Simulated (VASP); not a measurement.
# Ti3N5 in VASP: a series of runs

Ti3N5 is run at these levels: PBE; tasks: single point.

Everything below comes from runs of VASP 6.6.1. Logs are shortened: lines on timing, memory, paths and dates and some standing lists are left out, and cuts for length are marked.

## Step 1: The cell of the first run

The cell holds a slab with vacuum, 8 atoms: a = 3.003 Å, b = 3.003 Å, c = 24.123 Å, α = 90.00°, β = 90.00°, γ = 120.00°.

## Step 2: Single point, PBE, collinear spin

INCAR

```
SYSTEM = Ti3N5
  ALGO = Normal
  DIPOL = 0.5 0.5 0.349
  EDIFF = 1E-6
  ENCUT = 520
  GGA = PE
  IDIPOL = 3
  ISIF = 2
  ISMEAR = 0
  ISPIN = 2
  LASPH = .TRUE.
  LCHARG = .TRUE.
  LDIPOL = .TRUE.
  LELF = .TRUE.
  LMAXMIX = 4
  LORBIT = 11
  LREAL = .FALSE.
  LVACPOTAV = .TRUE.
  LVHAR = .TRUE.
  LWAVE = .FALSE.
  MAGMOM = 0 0 0 0 3 0 0 0
  NBANDS = 44
  NELM = 150
  PREC = Accurate
  SIGMA = 0.1
```

KPOINTS

```
k-points
0
G
  9 9 1
  0 0 0
```

POSCAR

```
Ti3N5
1.0
    3.0028555063      0.0000000000      0.0000000000
   -1.5014277532      2.6005491524      0.0000000000
    0.0000000000      0.0000000000     24.1233847547
N Ti
5 3
Direct
    0.3333333333      0.6666666667      0.1658142106
    0.0000000000      0.0000000000      0.2674509120
    0.6666666667      0.3333333333      0.3654788005
    0.3333333333      0.6666666667      0.4611038156
    0.6666666667      0.3333333333      0.5684685169
    0.6666666667      0.3333333333      0.2166325614
    0.3333333333      0.6666666667      0.3190139885
    0.0000000000      0.0000000000      0.4290633808
```

Potentials or basis: VASP PAW PBE potentials, release 64 (N, Ti_sv).

The run is started by

```bash
$ cat potpaw_PBE.64/N/POTCAR potpaw_PBE.64/Ti_sv/POTCAR > POTCAR
$ mpirun -np 1 vasp_std > vasp.out
```

OUTCAR:

```text
SYSTEM = Ti3N5
   EDIFF = 1E-6
   ENCUT = 520
   GGA = PE
   ISIF = 2
   ISMEAR = 0
   ISPIN = 2
   LASPH = .TRUE.
   LORBIT = 11
   LREAL = .FALSE.
   NELM = 150
   PREC = Accurate

 ion  position               nearest neighbor table
   1  0.333  0.667  0.166-   6 2.12   6 2.12   6 2.12
   2  0.000  0.000  0.267-   6 2.12   6 2.12   6 2.12   7 2.13   7 2.13   7 2.13
   3  0.667  0.333  0.365-   7 2.06   7 2.06   7 2.06   8 2.31   8 2.31   8 2.31
   4  0.333  0.667  0.461-   8 1.90   8 1.90   8 1.90
   5  0.667  0.333  0.568-
   6  0.667  0.333  0.217-   2 2.12   2 2.12   2 2.12   1 2.12   1 2.12   1 2.12
   7  0.333  0.667  0.319-   3 2.06   3 2.06   3 2.06   2 2.13   2 2.13   2 2.13
   8  0.000  0.000  0.429-   4 1.90   4 1.90   4 1.90   3 2.31   3 2.31   3 2.31

  LATTYP: Found a hexagonal cell.
 ALAT       =     3.0028555063
 C/A-ratio  =     8.0334816990

  Lattice vectors:

 A1 = (   3.0028555063,   0.0000000000,   0.0000000000)
 A2 = (  -1.5014277532,   2.6005491524,   0.0000000000)
 A3 = (   0.0000000000,   0.0000000000,  24.1233847547)

Analysis of symmetry for initial positions (statically):
=====================================================================
 Subroutine PRICEL returns:
 Original cell was already a primitive cell.

 Routine SETGRP: Setting up the symmetry group for a
 hexagonal supercell.

 Subroutine GETGRP returns: Found  6 space group operations
 (whereof  6 operations were pure point group operations)
 out of a pool of 24 trial point group operations.

The static configuration has the point symmetry C_3v.

Analysis of symmetry for dynamics (positions and initial velocities):
=====================================================================
 Subroutine PRICEL returns:
 Original cell was already a primitive cell.

 Routine SETGRP: Setting up the symmetry group for a
 hexagonal supercell.

 Subroutine GETGRP returns: Found  6 space group operations
 (whereof  6 operations were pure point group operations)
 out of a pool of 24 trial point group operations.

The dynamic configuration has the point symmetry C_3v.

Analysis of structural, dynamic, and magnetic symmetry:
=====================================================================
 Subroutine PRICEL returns:
 Original cell was already a primitive cell.

 Routine SETGRP: Setting up the symmetry group for a
 hexagonal supercell.

 Subroutine GETGRP returns: Found  6 space group operations
 (whereof  6 operations were pure point group operations)
 out of a pool of 24 trial point group operations.

The overall configuration has the point symmetry C_3v.

 Subroutine INISYM returns: Found  6 space group operations
 (whereof  6 operations are pure point group operations),
 and found     1 'primitive' translations

----------------------------------------------------------------------------------------

                                     Primitive cell

  volume of cell :     188.3813

  direct lattice vectors                    reciprocal lattice vectors
     3.002855506  0.000000000  0.000000000     0.333016357  0.192267083  0.000000000
    -1.501427753  2.600549152  0.000000000     0.000000000  0.384534166  0.000000000
     0.000000000  0.000000000 24.123384755     0.000000000  0.000000000  0.041453553

  length of vectors
     3.002855506  3.002855506 24.123384755     0.384534166  0.384534166  0.041453553

  position of ions in fractional coordinates (direct lattice)
     0.333333333  0.666666667  0.165814211
     0.000000000  0.000000000  0.267450912
     0.666666667  0.333333333  0.365478800
     0.333333333  0.666666667  0.461103816
     0.666666667  0.333333333  0.568468517
     0.666666667  0.333333333  0.216632561
     0.333333333  0.666666667  0.319013988
     0.000000000  0.000000000  0.429063381

  ion indices of the primitive-cell ions
   primitive index   ion index
                 1           1
                 2           2
                 3           3
                 4           4
                 5           5
                 6           6
                 7           7
                 8           8

----------------------------------------------------------------------------------------

 KPOINTS: k-points

Automatic generation of k-mesh.
 Grid dimensions read from file:
 generate k-points for:    9    9    1

 Generating k-lattice:

  Cartesian coordinates                     Fractional coordinates (reciprocal lattice)
     0.037001817  0.021363009  0.000000000     0.111111111 -0.000000000  0.000000000
     0.000000000  0.042726018  0.000000000     0.000000000  0.111111111  0.000000000
     0.000000000  0.000000000  0.041453553     0.000000000  0.000000000  1.000000000

  Length of vectors
     0.042726018  0.042726018  0.041453553

  Shift w.r.t. Gamma in fractional coordinates (k-lattice)
     0.000000000  0.000000000  0.000000000

 Subroutine IBZKPT returns following result:
 ===========================================

 Found     12 irreducible k-points:

 Following reciprocal coordinates:
            Coordinates               Weight
  0.000000  0.000000  0.000000      1.000000
  0.111111 -0.000000  0.000000      6.000000
  0.222222  0.000000  0.000000      6.000000
  0.333333 -0.000000  0.000000      6.000000
  0.444444  0.000000  0.000000      6.000000
  0.111111  0.111111  0.000000      6.000000
  0.222222  0.111111  0.000000     12.000000
  0.333333  0.111111  0.000000     12.000000
  0.444444  0.111111  0.000000      6.000000
  0.222222  0.222222  0.000000      6.000000
  0.333333  0.222222  0.000000     12.000000
  0.333333  0.333333  0.000000      2.000000
   k-points           NKPTS =     12   k-points in BZ     NKDIM =     12   number of bands    NBANDS=     44
   number of dos      NEDOS =    301   number of ions     NIONS =      8
   total plane-waves  NPLWV = 103680
   dimension x,y,z NGX =    24 NGY =   24 NGZ =  180
   dimension x,y,z NGXF=    48 NGYF=   48 NGZF=  360
   ions per type =               5   3
   NGX,Y,Z   is equivalent  to a cutoff of  13.29, 13.29, 12.40 a.u.
   NGXF,Y,Z  is equivalent  to a cutoff of  26.57, 26.57, 24.81 a.u.
 SYSTEM =  Ti3N5
   PREC   = accura    normal or accurate (medium, high low for compatibility)
   ISTART =      0    job   : 0-new  1-cont  2-samecut
   ICHARG =      2    charge: 1-file 2-atom 10-const
   ISPIN  =      2    spin polarized calculation?
   LNONCOLLINEAR =      F non collinear calculations
   LSORBIT =      F    spin-orbit coupling
   LASPH  =      T    aspherical Exc in radial PAW
   ENCUT  =  520.0 eV  38.22 Ry    6.18 a.u.   5.58  5.58 44.85*2*pi/ulx,y,z
   NELM   =    150;   NELMIN=  2; NELMDL= -5     # of ELM steps
   EDIFF  = 0.1E-05   stopping-criterion for ELM
   LREAL  =      F    real-space projection
   EDIFFG = 0.1E-04   stopping-criterion for IOM
   NSW    =      0    number of steps for IOM
   IBRION =     -1    ionic relax: 0-MD 1-quasi-New 2-CG
   NFREE  =      0    steps in history (QN), initial steepest desc. (CG)
   ISIF   =      2    stress and relaxation
   ISYM   =      2    0-nonsym 1-usesym 2-fastsym
   POTIM  = 0.5000    time-step for ionic-motion
   TEBEG  =    0.0;   TEEND  =   0.0 temperature during run
   PSTRESS=    0.0 pullay stress
   NELECT =      61.0000    total number of electrons
   NUPDOWN=      -1.0000    fix difference up-down
   EMIN   =  10.00;   EMAX   =-10.00  energy-range for DOS
   EFERMI =   0.00;   METHOD = LEGACY
   ISMEAR =     0;   SIGMA  =   0.10  broadening in eV -4-tet -1-fermi 0-gaus
   EFERMI_NEDOS =   21; number of points for ismear=-14 and -15
   IALGO  =     38    algorithm
   IMIX   =      4    mixing-type and parameters
     AMIX     =   0.40;   BMIX     =  1.00
     AMIX_MAG =   1.60;   BMIX_MAG =  1.00
  volume/ion in A,a.u.               =      23.55       158.91
  Fermi-wavevector in a.u.,A,eV,Ry     =   1.124188  2.124407 17.195018  1.263798
  Thomas-Fermi vector in A             =   2.260858
   LORBIT       =     11    0 simple, 1 ext, 2 COOP (PROOUT), +10 PAW based schemes
   GGA     = PE    functional components
   LHFCALC =     F    Hartree Fock is set to
   AEXX    =    0.0000 exact exchange contribution
   IVDW    =     0    specifies the selected vdW correction
   LEPSILON=     F    determine dielectric tensor
   LRPA    =     F    only Hartree local field effects (RPA)
 spin polarized calculation
 Gauss-broadening in eV      SIGMA  =   0.10
  energy-cutoff  :      520.00
  volume of cell :      188.38
 maximum number of plane-waves:      5137
 NGX is ok and might be reduce to    24
   NGX = 11   NGY = 11   NGZ = 89

 dipolmoment           0.000000      0.000000      0.094490 electrons x Angstroem

 number of electron      61.0000013 magnetization       2.9790066

 dipolmoment           0.000000      0.000000     -0.048540 electrons x Angstroem

 Free energy of the ion-electron system (eV)
  ---------------------------------------------------
  ext. energy  EPLUGINS =         0.00000000
  ---------------------------------------------------
  free energy    TOTEN  =       -67.41719747 eV

  energy without entropy =      -67.40716128  energy(sigma->0) =      -67.41217937

 E-fermi :  -1.0603     XC(G=0):  -5.8860

 val. band max:       -1.1166872916   @ k =   0.1111  -0.0000   0.0000
 cond. band min:      -1.0488745883   @ k =   0.4444   0.0000   0.0000
 fundamental gap:      0.0678127033
 Fermi energy:        -1.0602965129

 spin component 1

 k-point     1 :       0.0000    0.0000    0.0000
  band No.  band energies     occupation
      1     -59.0277      1.00000
      2     -58.0556      1.00000
      3     -57.7103      1.00000
      4     -35.3711      1.00000
      5     -35.0627      1.00000
      6     -35.0627      1.00000
[... 34 lines left out ...]
     41       2.4158      0.00000
     42       2.4158      0.00000
[... 453 lines left out ...]
      1     -58.9569      1.00000
      2     -57.9800      1.00000
      3     -57.6414      1.00000
      4     -35.3966      1.00000
      5     -35.3809      1.00000
      6     -35.2373      1.00000
[... 34 lines left out ...]
     41       2.1818      0.00000
     42       2.9800      0.00000
 Fermi energy:        -1.0602965129

 spin component 2

 k-point     1 :       0.0000    0.0000    0.0000
  band No.  band energies     occupation
      1     -59.0322      1.00000
      2     -58.0401      1.00000
      3     -57.7083      1.00000
      4     -35.3774      1.00000
      5     -35.0661      1.00000
      6     -35.0661      1.00000
[... 34 lines left out ...]
     41       2.5802      0.00000
     42       3.5163      0.00000
[... 453 lines left out ...]
      1     -58.9614      1.00000
      2     -57.9645      1.00000
      3     -57.6393      1.00000
      4     -35.3998      1.00000
      5     -35.3842      1.00000
      6     -35.2439      1.00000
[... 34 lines left out ...]
     41       2.1846      0.00000
     42       2.9873      0.00000
 [bands above 42 left out]

------------------------ aborting loop because EDIFF is reached ----------------------------------------

  FORCE on cell =-STRESS in cart. coord.  units (eV):
  Direction    XX          YY          ZZ          XY          YZ          ZX
  --------------------------------------------------------------------------------------
  -------------------------------------------------------------------------------------
  Total        1.7974170      1.7974170     -3.3590004     -0.0000000      0.0000000      0.0000000
  in kB       15.2869796     15.2869796    -28.5682013     -0.0000000      0.0000000      0.0000000
  external PRESSURE =       0.6685860 kB  Pullay stress =       0.0000000 kB

 VOLUME and BASIS-vectors are now :
 -----------------------------------------------------------------------------
  energy-cutoff  :      520.00
  volume of cell :      188.38
      direct lattice vectors                 reciprocal lattice vectors
     3.002855506  0.000000000  0.000000000     0.333016357  0.192267083  0.000000000
    -1.501427753  2.600549152  0.000000000     0.000000000  0.384534166  0.000000000
     0.000000000  0.000000000 24.123384755     0.000000000  0.000000000  0.041453553

 POSITION                                       TOTAL-FORCE (eV/Angst)
 -----------------------------------------------------------------------------------
     -0.00000      1.73370      4.00000        -0.000000     -0.000000      4.378811
      0.00000      0.00000      6.45182         0.000000     -0.000000      1.284023
      1.50143      0.86685      8.81659        -0.000000     -0.000000      0.090759
     -0.00000      1.73370     11.12338         0.000000     -0.000000      0.018612
      1.50143      0.86685     13.71338         0.000000     -0.000000      0.067342
      1.50143      0.86685      5.22591        -0.000000     -0.000000     -5.730212
     -0.00000      1.73370      7.69570         0.000000      0.000000     -0.028144
      0.00000      0.00000     10.35046        -0.000000      0.000000     -0.081190
 -----------------------------------------------------------------------------------
    total drift:                                0.000000     -0.000000     -0.000307

  FREE ENERGIE OF THE ION-ELECTRON SYSTEM (eV)
  ---------------------------------------------------
  free  energy   TOTEN  =       -67.4171974693 eV

  energy  without entropy=      -67.4071612786  energy(sigma->0) =      -67.41217937

 vacuum level on the upper side and lower side of the slab         5.826         6.951

 total charge

# of ion       s       p       d       tot
------------------------------------------
    1        1.311   2.200   0.000   3.511
    2        1.253   2.497   0.000   3.750
    3        1.251   2.478   0.000   3.729
    4        1.298   2.454   0.000   3.752
    5        1.363   1.925   0.000   3.288
    6        2.193   6.225   1.894  10.313
    7        2.199   6.255   1.896  10.350
    8        2.231   6.263   1.980  10.473
--------------------------------------------------
tot         13.099  30.296   5.770  49.165

 magnetization (x)

# of ion       s       p       d       tot
------------------------------------------
    1       -0.000  -0.007   0.000  -0.007
    2       -0.000   0.000   0.000   0.000
    3        0.000   0.001   0.000   0.001
    4        0.004   0.012   0.000   0.016
    5        0.046   1.908   0.000   1.954
    6       -0.000  -0.000   0.002   0.002
    7       -0.000  -0.000  -0.004  -0.004
    8        0.000   0.001   0.015   0.016
--------------------------------------------------
tot          0.050   1.914   0.013   1.978
```

Run time: 7.1 min. Hardware: 1 thread of AMD EPYC 9R14 (Zen 4), shared host; peak memory 0.44 GiB.

What came out:

| Item | Value |
| --- | --- |
| Free energy | -67.4172 eV |
| Largest force | 5.730 eV/Å |
| Band gap on the k mesh | zero (filled and empty bands overlap) |
| Net moment | 2.98 μB per cell |
| Site moments | N -0.01, +0.00, +0.02, +1.95 (each value once); Ti +0.00, -0.00, +0.02 μB |
| Valence electrons inside the program's atomic spheres | N 3.51, 3.75, 3.73, 3.29 (each value once); Ti 10.31, 10.35, 10.47 |

Forces on the atoms (eV/Å):
```
N    0.000  0.000  4.379
N    0.000  0.000  1.284
N    0.000  0.000  0.091
N    0.000  0.000  0.019
N    0.000  0.000  0.067
Ti   0.000  0.000 -5.730
Ti   0.000  0.000 -0.028
Ti   0.000  0.000 -0.081
```

## Step 3: Single point, PBE, collinear spin

INCAR

```
  PREC = Accurate
  ENCUT = 520
  EDIFF = 1E-6
  ISMEAR = 0
  SIGMA = 0.1
  LREAL = False
  LASPH = True
  NELM = 150
  ALGO = Normal
  ISIF = 2
  LWAVE = False
  LCHARG = False
  ISPIN = 2
  MAGMOM = 0 0 0 0 3 0 0 0
  LORBIT = 11
  LMAXMIX = 4
  LDIPOL = True
  IDIPOL = 3
  DIPOL = 0.5 0.5 0.343
  GGA = PE
  NBANDS = 44
```

KPOINTS

```
Automatic mesh
0
Gamma
  9 9 1
```

Changes to POSCAR since step 2:

```diff
@@ -12,3 +12,3 @@
     0.3333333333      0.6666666667      0.4611038156
-    0.6666666667      0.3333333333      0.5684685169
+    1.0000000000      0.0000000000      0.5170661116
     0.6666666667      0.3333333333      0.2166325614
```

Potentials or basis: VASP PAW PBE potentials, release 64 (N, Ti_sv).

The run is started by

```bash
$ cat potpaw_PBE.64/N/POTCAR potpaw_PBE.64/Ti_sv/POTCAR > POTCAR
$ mpirun -np 1 vasp_std > vasp.out
```

Wall time 7.2 min (1 thread of AMD EPYC 9R14 (Zen 4), shared host); peak memory 0.44 GiB.

It converged, with:

- Free energy: -67.3962 eV
- Largest force: 5.705 eV/Å
- Net moment: 1.08 μB per cell
- Site moments: N +0.03, +0.00, -0.01, -0.08, +0.79; Ti -0.01, +0.01, +0.05 μB
- Valence electrons inside the program's atomic spheres: N 3.51, 3.75, 3.73, 3.70, 3.32; Ti 10.31, 10.36, 10.59

Forces on the atoms (eV/Å):
```
N    0.000  0.000  4.363
N    0.000  0.000  1.251
N    0.000  0.000  0.381
N    0.000  0.000  0.674
N    0.000  0.000 -1.138
Ti   0.000  0.000 -5.705
Ti   0.000  0.000 -0.030
Ti   0.000  0.000  0.205
```

Levels at points of the mesh, in eV from the Fermi level:
Spin up:
| k point | band 28 | band 29 | band 30 | band 31 | band 32 | band 33 | band 34 | band 35 |
| --- | --- | --- | --- | --- | --- | --- | --- | --- |
| (0.00, 0.00, 0.00) | -0.64 | -0.64 | 0.09 | 0.09 | 0.41 | 0.41 | 0.46 | 1.19 |
Spin down:
| k point | band 28 | band 29 | band 30 | band 31 | band 32 | band 33 |
| --- | --- | --- | --- | --- | --- | --- |
| (0.00, 0.00, 0.00) | 0.09 | 0.09 | 0.37 | 0.37 | 0.54 | 1.11 |

The gap in the log of VASP goes by the Fermi energy; the results here count the filled bands.